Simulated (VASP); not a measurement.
A run of VASP 6.6.1:

INCAR

```
  PREC = Accurate
  ENCUT = 600
  EDIFF = 1E-7
  ISMEAR = 0
  SIGMA = 0.1
  LREAL = F
  LASPH = T
  NELM = 80
  ALGO = Normal
  ISIF = 3
  LWAVE = F
  LCHARG = F
  GGA = PE
  IBRION = 2
  NSW = 90
  EDIFFG = -0.04
```

The input KPOINTS:

```
regular mesh
0
Gamma
  4 4 4
```

POSCAR

```
Ge7Os
1.0
    0.0000000000      4.4451164600      4.4451164600
    4.4451164600      0.0000000000      4.4451164600
    4.4451164600      4.4451164600      0.0000000000
Ge Os
7 1
Direct
    0.2045610900      0.7954389100      0.7954389100
    0.7954389100      0.2045610900      0.2045610900
    0.7954389100      0.2045610900      0.7954389100
    0.2045610900      0.7954389100      0.2045610900
    0.7954389100      0.7954389100      0.2045610900
    0.2045610900      0.2045610900      0.7954389100
    0.5000000000      0.5000000000      0.5000000000
    0.0000000000      0.0000000000      0.0000000000
```

Potentials or basis: VASP PAW PBE potentials, release 64 (Ge_d, Os).

Launch:

```bash
$ cat potpaw_PBE.64/Ge_d/POTCAR potpaw_PBE.64/Os/POTCAR > POTCAR
$ mpirun -np 1 vasp_std > vasp.out
```

Hardware: 1 thread of Intel Xeon 8259CL, with other jobs on the host.

Task: How long does it take, and how much memory?

Result: Run time: 86 min on 1 thread of Intel Xeon 8259CL, with other jobs on the host, peak memory 0.43 GiB. Counts: scf iterations 322, k points 8, ion steps 19.
